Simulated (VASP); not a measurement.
# Ge (Pm-3n) in VASP: single point with PBE

Aim: the single point of Ge with PBE.

Everything below comes from runs of VASP 6.6.1. Logs are shortened: lines on timing, memory, paths and dates and some standing lists are left out, and cuts for length are marked.

**1. The cell of the first run**

Symmetry: Pm-3n, No. 223, cubic system. The conventional cell has a = 5.418 Å, b = 5.418 Å, c = 5.418 Å, α = 90.00°, β = 90.00°, γ = 90.00°. Within 4.0 Å of Ge (site symmetry m-3) lie 12 Ge at 3.03 Å. Ge (site symmetry -4m2) has 14 Ge at 2.71 to 3.32 Å within 3.6 Å.

**2. Single point, PBE**

INCAR

```
PREC = Accurate
ENCUT = 520
EDIFF = 1E-6
ISMEAR = 0
SIGMA = 0.1
LREAL = False
LASPH = True
NELM = 100
ALGO = Normal
ISIF = 2
LWAVE = False
LCHARG = False
GGA = PE
NBANDS = 66
```

KPOINTS

```
Automatic mesh
0
Gamma
  8 8 8
```

POSCAR

```
Ge
1.0
    5.4183391302      0.0000000000      0.0000000000
    0.0000000000      5.4183391302      0.0000000000
    0.0000000000      0.0000000000      5.4183391302
Ge
8
Direct
    0.5000000000      0.5000000000      0.5000000000
    0.0000000000      0.0000000000      0.0000000000
    0.2500000000      0.0000000000      0.5000000000
    0.5000000000      0.2500000000      0.0000000000
    0.5000000000      0.7500000000      0.0000000000
    0.7500000000      0.0000000000      0.5000000000
    0.0000000000      0.5000000000      0.7500000000
    0.0000000000      0.5000000000      0.2500000000
```

Potentials or basis: VASP PAW PBE potentials, release 64 (Ge_d).

Run with:

```
cat potpaw_PBE.64/Ge_d/POTCAR > POTCAR
mpirun -np 1 vasp_std > vasp.out
```

OUTCAR:

```text
PREC = Accurate
   ENCUT = 520
   EDIFF = 1E-6
   ISMEAR = 0
   LREAL = False
   LASPH = True
   NELM = 100
   ISIF = 2
   GGA = PE

 ion  position               nearest neighbor table
   1  0.500  0.500  0.500-
   2  0.000  0.000  0.000-
   3  0.250  0.000  0.500-   6 2.71   6 2.71
   4  0.500  0.250  0.000-   5 2.71   5 2.71
   5  0.500  0.750  0.000-   4 2.71   4 2.71
   6  0.750  0.000  0.500-   3 2.71   3 2.71
   7  0.000  0.500  0.750-   8 2.71   8 2.71
   8  0.000  0.500  0.250-   7 2.71   7 2.71

  LATTYP: Found a simple cubic cell.
 ALAT       =     5.4183391302

  Lattice vectors:

 A1 = (   5.4183391302,   0.0000000000,   0.0000000000)
 A2 = (   0.0000000000,   5.4183391302,   0.0000000000)
 A3 = (   0.0000000000,   0.0000000000,   5.4183391302)

Analysis of symmetry for initial positions (statically):
=====================================================================
 Subroutine PRICEL returns:
 Original cell was already a primitive cell.

 Routine SETGRP: Setting up the symmetry group for a
 simple cubic supercell.

 Subroutine GETGRP returns: Found 48 space group operations
 (whereof 24 operations were pure point group operations)
 out of a pool of 48 trial point group operations.

The static configuration has the point symmetry T_h .
 The point group associated with its full space group is O_h .

Analysis of symmetry for dynamics (positions and initial velocities):
=====================================================================
 Subroutine PRICEL returns:
 Original cell was already a primitive cell.

 Routine SETGRP: Setting up the symmetry group for a
 simple cubic supercell.

 Subroutine GETGRP returns: Found 48 space group operations
 (whereof 24 operations were pure point group operations)
 out of a pool of 48 trial point group operations.

The dynamic configuration has the point symmetry T_h .
 The point group associated with its full space group is O_h .

 Subroutine INISYM returns: Found 48 space group operations
 (whereof 24 operations are pure point group operations),
 and found     1 'primitive' translations

----------------------------------------------------------------------------------------

                                     Primitive cell

  volume of cell :     159.0738

  direct lattice vectors                    reciprocal lattice vectors
     5.418339130  0.000000000  0.000000000     0.184558400  0.000000000  0.000000000
     0.000000000  5.418339130  0.000000000     0.000000000  0.184558400  0.000000000
     0.000000000  0.000000000  5.418339130     0.000000000  0.000000000  0.184558400

  length of vectors
     5.418339130  5.418339130  5.418339130     0.184558400  0.184558400  0.184558400

  position of ions in fractional coordinates (direct lattice)
     0.500000000  0.500000000  0.500000000
     0.000000000  0.000000000  0.000000000
     0.250000000  0.000000000  0.500000000
     0.500000000  0.250000000  0.000000000
     0.500000000  0.750000000  0.000000000
     0.750000000  0.000000000  0.500000000
     0.000000000  0.500000000  0.750000000
     0.000000000  0.500000000  0.250000000

  ion indices of the primitive-cell ions
   primitive index   ion index
                 1           1
                 2           2
                 3           3
                 4           4
                 5           5
                 6           6
                 7           7
                 8           8

----------------------------------------------------------------------------------------

 KPOINTS: Automatic mesh

Automatic generation of k-mesh.
 Grid dimensions read from file:
 generate k-points for:    8    8    8

 Generating k-lattice:

  Cartesian coordinates                     Fractional coordinates (reciprocal lattice)
     0.023069800  0.000000000  0.000000000     0.125000000  0.000000000  0.000000000
     0.000000000  0.023069800  0.000000000     0.000000000  0.125000000  0.000000000
     0.000000000  0.000000000  0.023069800     0.000000000  0.000000000  0.125000000

  Length of vectors
     0.023069800  0.023069800  0.023069800

  Shift w.r.t. Gamma in fractional coordinates (k-lattice)
     0.000000000  0.000000000  0.000000000

 Subroutine IBZKPT returns following result:
 ===========================================

 Found     35 irreducible k-points:

 Following reciprocal coordinates:
            Coordinates               Weight
  0.000000  0.000000  0.000000      1.000000
  0.125000  0.000000  0.000000      6.000000
  0.250000  0.000000  0.000000      6.000000
  0.375000  0.000000  0.000000      6.000000
  0.500000  0.000000  0.000000      3.000000
  0.125000  0.125000  0.000000     12.000000
[... 16 lines left out ...]
  0.375000  0.375000  0.125000     24.000000
  0.500000  0.375000  0.125000     24.000000
 [... further k-points ...]
   k-points           NKPTS =     35   k-points in BZ     NKDIM =     35   number of bands    NBANDS=     66
   number of dos      NEDOS =    301   number of ions     NIONS =      8
   total plane-waves  NPLWV =  64000
   dimension x,y,z NGX =    40 NGY =   40 NGZ =   40
   dimension x,y,z NGXF=    80 NGYF=   80 NGZF=   80
   ions per type =               8
   NGX,Y,Z   is equivalent  to a cutoff of  12.27, 12.27, 12.27 a.u.
   NGXF,Y,Z  is equivalent  to a cutoff of  24.55, 24.55, 24.55 a.u.
 SYSTEM =  unknown system
   PREC   = accura    normal or accurate (medium, high low for compatibility)
   ISTART =      0    job   : 0-new  1-cont  2-samecut
   ICHARG =      2    charge: 1-file 2-atom 10-const
   ISPIN  =      1    spin polarized calculation?
   LNONCOLLINEAR =      F non collinear calculations
   LSORBIT =      F    spin-orbit coupling
   LASPH  =      T    aspherical Exc in radial PAW
   ENCUT  =  520.0 eV  38.22 Ry    6.18 a.u.  10.07 10.07 10.07*2*pi/ulx,y,z
   NELM   =    100;   NELMIN=  2; NELMDL= -5     # of ELM steps
   EDIFF  = 0.1E-05   stopping-criterion for ELM
   LREAL  =      F    real-space projection
   EDIFFG = 0.1E-04   stopping-criterion for IOM
   NSW    =      0    number of steps for IOM
   IBRION =     -1    ionic relax: 0-MD 1-quasi-New 2-CG
   NFREE  =      0    steps in history (QN), initial steepest desc. (CG)
   ISIF   =      2    stress and relaxation
   ISYM   =      2    0-nonsym 1-usesym 2-fastsym
   POTIM  = 0.5000    time-step for ionic-motion
   TEBEG  =    0.0;   TEEND  =   0.0 temperature during run
   PSTRESS=    0.0 pullay stress
   NELECT =     112.0000    total number of electrons
   NUPDOWN=      -1.0000    fix difference up-down
   EMIN   =  10.00;   EMAX   =-10.00  energy-range for DOS
   EFERMI =   0.00;   METHOD = LEGACY
   ISMEAR =     0;   SIGMA  =   0.10  broadening in eV -4-tet -1-fermi 0-gaus
   EFERMI_NEDOS =   21; number of points for ismear=-14 and -15
   IALGO  =     38    algorithm
   IMIX   =      4    mixing-type and parameters
     AMIX     =   0.40;   BMIX     =  1.00
     AMIX_MAG =   1.60;   BMIX_MAG =  1.00
  volume/ion in A,a.u.               =      19.88       134.19
  Fermi-wavevector in a.u.,A,eV,Ry     =   1.456402  2.752201 28.859417  2.121107
  Thomas-Fermi vector in A             =   2.573325
   LORBIT       =      0    0 simple, 1 ext, 2 COOP (PROOUT), +10 PAW based schemes
   GGA     = PE    functional components
   LHFCALC =     F    Hartree Fock is set to
   AEXX    =    0.0000 exact exchange contribution
   IVDW    =     0    specifies the selected vdW correction
   LEPSILON=     F    determine dielectric tensor
   LRPA    =     F    only Hartree local field effects (RPA)
 non-spin polarized calculation
 Gauss-broadening in eV      SIGMA  =   0.10
  energy-cutoff  :      520.00
  volume of cell :      159.07
 maximum number of plane-waves:      4337
   NGX = 21   NGY = 21   NGZ = 21

 number of electron     111.9999741 magnetization

 Free energy of the ion-electron system (eV)
  ---------------------------------------------------
  ext. energy  EPLUGINS =         0.00000000
  ---------------------------------------------------
  free energy    TOTEN  =       -33.05501709 eV

  energy without entropy =      -33.02104101  energy(sigma->0) =      -33.03802905

 E-fermi :   6.2950     XC(G=0): -11.0294

 val. band max:        6.2893062230   @ k =   0.3750   0.1250   0.1250
 cond. band min:       6.2978668215   @ k =   0.2500   0.1250   0.0000
 fundamental gap:      0.0085605985
 Fermi energy:         6.2949826128

 k-point     1 :       0.0000    0.0000    0.0000
  band No.  band energies     occupation
      1     -18.5770      2.00000
      2     -18.5725      2.00000
      3     -18.5725      2.00000
      4     -18.5154      2.00000
      5     -18.5154      2.00000
      6     -18.5154      2.00000
[... 58 lines left out ...]
     65       9.5388      0.00000
     66       9.5388      0.00000

 k-point     2 :       0.1250    0.0000    0.0000
  band No.  band energies     occupation
      1     -18.5757      2.00000
      2     -18.5725      2.00000
      3     -18.5656      2.00000
      4     -18.5167      2.00000
      5     -18.5138      2.00000
      6     -18.5138      2.00000
[... 58 lines left out ...]
     65      10.4754      0.00000
     66      10.4754      0.00000

 k-point     3 :       0.2500    0.0000    0.0000
  band No.  band energies     occupation
      1     -18.5750      2.00000
      2     -18.5727      2.00000
      3     -18.5436      2.00000
      4     -18.5187      2.00000
      5     -18.5101      2.00000
      6     -18.5101      2.00000
[... 1438 lines left out ...]
     65       9.8015      0.00000
     66      10.2191      0.00000

 k-point    24 :       0.5000    0.3750    0.1250
  band No.  band energies     occupation
      1     -18.5655      2.00000
      2     -18.5152      2.00000
      3     -18.5124      2.00000
      4     -18.5096      2.00000
      5     -18.4993      2.00000
      6     -18.4970      2.00000
[... 58 lines left out ...]
     65       9.8633      0.00000
     66      10.0955      0.00000

 [... further k-points ...]

------------------------ aborting loop because EDIFF is reached ----------------------------------------

  FORCE on cell =-STRESS in cart. coord.  units (eV):
  Direction    XX          YY          ZZ          XY          YZ          ZX
  --------------------------------------------------------------------------------------
  -------------------------------------------------------------------------------------
  Total        0.0951939      0.0951939      0.0951939     -0.0000000      0.0000000     -0.0000000
  in kB        0.9587846      0.9587846      0.9587846     -0.0000000      0.0000000     -0.0000000
  external PRESSURE =       0.9587846 kB  Pullay stress =       0.0000000 kB

 VOLUME and BASIS-vectors are now :
 -----------------------------------------------------------------------------
  energy-cutoff  :      520.00
  volume of cell :      159.07
      direct lattice vectors                 reciprocal lattice vectors
     5.418339130  0.000000000  0.000000000     0.184558400  0.000000000  0.000000000
     0.000000000  5.418339130  0.000000000     0.000000000  0.184558400  0.000000000
     0.000000000  0.000000000  5.418339130     0.000000000  0.000000000  0.184558400

 POSITION                                       TOTAL-FORCE (eV/Angst)
 -----------------------------------------------------------------------------------
      2.70917      2.70917      2.70917         0.000000      0.000000     -0.000000
      0.00000      0.00000      0.00000         0.000000      0.000000     -0.000000
      1.35458      0.00000      2.70917         0.000000      0.000000      0.000000
      2.70917      1.35458      0.00000        -0.000000      0.000000     -0.000000
      2.70917      4.06375      0.00000         0.000000     -0.000000      0.000000
      4.06375      0.00000      2.70917        -0.000000     -0.000000      0.000000
      0.00000      2.70917      4.06375         0.000000     -0.000000     -0.000000
      0.00000      2.70917      1.35458        -0.000000     -0.000000      0.000000
 -----------------------------------------------------------------------------------
    total drift:                               -0.000000     -0.000000     -0.000000

  FREE ENERGIE OF THE ION-ELECTRON SYSTEM (eV)
  ---------------------------------------------------
  free  energy   TOTEN  =       -33.0550170944 eV

  energy  without entropy=      -33.0210410068  energy(sigma->0) =      -33.03802905
```

Wall time 5.5 min (1 thread of Intel Xeon Platinum 8259CL at 2.50GHz (Skylake/Cascade Lake), shared host); peak memory 0.38 GiB.

Results:

```yaml
Free_energy: -33.0550 eV
Pressure: 0.1 GPa
Band_gap_on_the_k_mesh: zero (band 56 reaches 7.17 eV, above the bottom of band 57 at 5.36 eV)
```

Levels at points of the mesh, in eV from the Fermi level:
| k point | band 52 | band 53 | band 54 | band 55 | band 56 | band 57 | band 58 | band 59 | band 60 | band 61 |
| --- | --- | --- | --- | --- | --- | --- | --- | --- | --- | --- |
| (0.00, 0.00, 0.00) | -3.08 | -3.08 | -1.78 | -1.78 | -1.78 | -0.46 | -0.46 | -0.46 | -0.15 | 2.84 |
| (0.50, 0.00, 0.00) | -2.77 | -1.89 | -1.89 | -0.75 | -0.75 | 0.09 | 0.09 | 0.70 | 0.70 | 2.57 |
| (0.50, 0.50, 0.00) | -3.01 | -0.52 | -0.43 | 0.26 | 0.26 | 0.38 | 0.38 | 1.09 | 1.38 | 2.87 |
| (0.50, 0.50, 0.50) | 0.08 | 0.08 | 0.08 | 0.63 | 0.63 | 1.88 | 1.88 | 1.88 | 1.88 | 1.88 |
